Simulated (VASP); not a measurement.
A run of VASP 6.6.1 is set up as follows.

Contents of INCAR:

```
SYSTEM = CoPdO2
ALGO     = Normal         ! electronic algorithm
EDIFF    = 1E-7           ! SCF threshold, eV
ENCUT    = 520            ! plane-wave cutoff, eV
GGA      = PE             ! functional
ISIF     = 2              ! what is computed and relaxed
ISMEAR   = 0              ! smearing method
LASPH    = .True.         ! aspherical terms in the spheres
LCHARG   = .False.        ! write CHGCAR
LDAU     = .True.         ! DFT+U
LDAUJ    = 0 0 0        
LDAUL    = 2 -1 -1        ! shell
LDAUPRINT= 1            
LDAUTYPE = 2            
LDAUU    = 3.32 0 0       ! U, eV
LMAXMIX  = 4              ! l up to which the mixer works
LREAL    = .False.        ! projectors in reciprocal space
LWAVE    = .False.        ! write WAVECAR
NBANDS   = 58             ! bands
NELM     = 150            ! most SCF steps
PREC     = Accurate       ! precision mode
SIGMA    = 0.1            ! smearing width, eV
```

Contents of KPOINTS:

```
k-points
0
Gamma
  12 12 2
  0 0 0
```

Contents of POSCAR:

```
CoPdO2
1.0
    2.8088471531      0.0000000000      0.0000000000
   -1.4044235766      2.4325329900      0.0000000000
    0.0000000000      0.0000000000     17.4765952580
Co Pd O
3 3 6
Direct
    0.6666666667      0.3333333333      0.8333333333
    0.3333333333      0.6666666667      0.1666666667
    0.0000000000      0.0000000000      0.5000000000
    0.0000000000      0.0000000000      0.0000000000
    0.6666666667      0.3333333333      0.3333333333
    0.3333333333      0.6666666667      0.6666666667
    0.3333333333      0.6666666667      0.7786221751
    0.0000000000      0.0000000000      0.8880444916
    0.0000000000      0.0000000000      0.1119555084
    0.6666666667      0.3333333333      0.2213778249
    0.6666666667      0.3333333333      0.4452888417
    0.3333333333      0.6666666667      0.5547111583
```

Potentials or basis: VASP PAW PBE potentials, release 64 (Co, Pd, O).

Launch:

```console
$ cat potpaw_PBE.64/Co/POTCAR potpaw_PBE.64/Pd/POTCAR potpaw_PBE.64/O/POTCAR > POTCAR
$ mpirun -np 1 vasp_std > vasp.out
```

**Question.** What does it give for the pressure?

**Answer.** 13.1 GPa.

**Question.** Predict the largest force.

**Answer.** 0.105 eV/Å.

**Question.** Estimate the band gap on the k mesh.

**Answer.** Zero (an odd number of electrons rules out a gap without spin polarisation).

Eigenvalues of the final occupation matrices:
```csv
site,spin,trace,eigenvalues
site 1 d,1,3.72,0.41 0.41 0.97 0.97 0.97
site 1 d,2,3.72,0.41 0.41 0.97 0.97 0.97
site 2 d,1,3.72,0.41 0.41 0.97 0.97 0.97
site 2 d,2,3.72,0.41 0.41 0.97 0.97 0.97
site 3 d,1,3.72,0.41 0.41 0.97 0.97 0.97
site 3 d,2,3.72,0.41 0.41 0.97 0.97 0.97
```

Caveat: the cell differs from its parent crystal (equal strain along all axes, cell held: -2.0 %, then relaxed in part); the stress differs along the axes, from 11 to 18 GPa; an odd number of electrons without spin polarisation forces a metal; a magnetic or distorted state may lie lower; the run has no spin polarisation, though such a crystal can be magnetic; U without spin polarisation on a metal has little footing. Spin polarisation is off, so any magnetic state and its effect on volume and gap are missing.
